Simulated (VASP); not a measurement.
A run of VASP 6.6.1 is set up as follows.

File INCAR:

```
SYSTEM = Mo
PREC     = Accurate       ! precision mode
ENCUT    = 520            ! plane-wave cutoff, eV
EDIFF    = 1E-6           ! SCF threshold, eV
ISMEAR   = -1             ! smearing method
SIGMA    = 0.05           ! smearing width, eV
LREAL    = .FALSE.        ! projectors in reciprocal space
LASPH    = .TRUE.         ! aspherical terms in the spheres
NELM     = 80             ! most SCF steps
ALGO     = Normal         ! electronic algorithm
ISIF     = 2              ! what is computed and relaxed
LWAVE    = .FALSE.        ! write WAVECAR
LCHARG   = .TRUE.         ! write CHGCAR
GGA      = PE             ! functional
LELF     = .TRUE.         ! ELF
LVHAR    = .TRUE.       
NBANDS   = 21             ! bands
```

KPOINTS

```
Automatic mesh
0
G
  14 14 14
  0 0 0
```

File POSCAR:

```
Mo
1.0
    0.0000000000      2.5836051220      2.5836051220
    2.5836051220      0.0000000000      2.5836051220
    2.5836051220      2.5836051220      0.0000000000
Mo
2
Direct
   -0.1250000000     -0.1250000000     -0.1250000000
    0.1250000000      0.1250000000      0.1250000000
```

Potentials or basis: VASP PAW PBE potentials, release 64 (Mo_sv).

Launch:

```sh
$ cat potpaw_PBE.64/Mo_sv/POTCAR > POTCAR
$ mpirun -np 1 vasp_std > vasp.out
```

**Question.** Predict the pressure.

**Answer.** 57.4 GPa.

**Question.** Estimate the band gap on the k mesh.

**Answer.** Zero (bands 14 and 15 overlap by 0.78 eV).

Caveat: the cell stands under pressure.
